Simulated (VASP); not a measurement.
Here is a VASP 6.6.1 calculation.

POSCAR

```
Se
1.0
    4.2973478321      0.0000000000      0.0000000000
   -2.1486739160      3.7216123915      0.0000000000
    0.0000000000      0.0000000000      5.0347801587
Se
3
Direct
    0.2281322062      0.0000000000      0.3333333333
    0.0000000000      0.2281322062      0.6666666667
    0.7718677938      0.7718677938      0.0000000000
```

File INCAR.step1:

```
ALGO     = Normal         # electronic algorithm
EDIFF    = 1E-4           # SCF threshold, eV
ENCUT    = 520            # plane-wave cutoff, eV
GGA      = PE             # functional
ISMEAR   = 0              # smearing method
LASPH    = T              # aspherical terms in the spheres
LCHARG   = F              # write CHGCAR
LREAL    = F              # projectors in reciprocal space
LWAVE    = T              # write WAVECAR
NBANDS   = 16             # bands
NELM     = 100            # most SCF steps
PREC     = Accurate       # precision mode
SIGMA    = 0.02           # smearing width, eV
```

The input INCAR.step2:

```
ALGO     = Normal         # electronic algorithm
BPARAM   = 11.95        
CPARAM   = 0.0093       
EDIFF    = 1E-7           # SCF threshold, eV
ENCUT    = 520            # plane-wave cutoff, eV
ISIF     = 2              # what is computed and relaxed
ISMEAR   = 0              # smearing method
ISTART   = 1            
IVDW_NL  = 2            
LASPH    = T              # aspherical terms in the spheres
LCHARG   = T              # write CHGCAR
LELF     = T              # ELF
LMIXTAU  = T            
LREAL    = F              # projectors in reciprocal space
LUSE_VDW = T            
LVHAR    = T            
LWAVE    = F              # write WAVECAR
METAGGA  = R2SCAN         # meta-GGA
NBANDS   = 16             # bands
NELM     = 100            # most SCF steps
PREC     = Accurate       # precision mode
SIGMA    = 0.02           # smearing width, eV
```

The input KPOINTS:

```
k-points
0
Gamma
  9 9 6
```

Potentials or basis: VASP PAW PBE potentials, release 64 (Se).

Run with:

```sh
$ cat potpaw_PBE.64/Se/POTCAR > POTCAR
$ cp INCAR.step1 INCAR
$ mpirun -np 1 vasp_std > vasp.out
$ cp INCAR.step2 INCAR
$ mpirun -np 1 vasp_std > vasp.out
```

Estimate the pressure.

0.2 GPa.

Estimate the band gap on the k mesh.

1.05 eV, indirect (least direct gap 1.23 eV).

Predict the largest force.

0.033 eV/Å.

Forces in eV/Å, atoms in the order of the input:
```
Se   0.033  0.000  0.000
Se  -0.016  0.028  0.000
Se  -0.016 -0.028  0.000
```

Caveat: the PAW data sets were made with another functional, which shifts forces and pressure a little. A k mesh can miss the band edges.
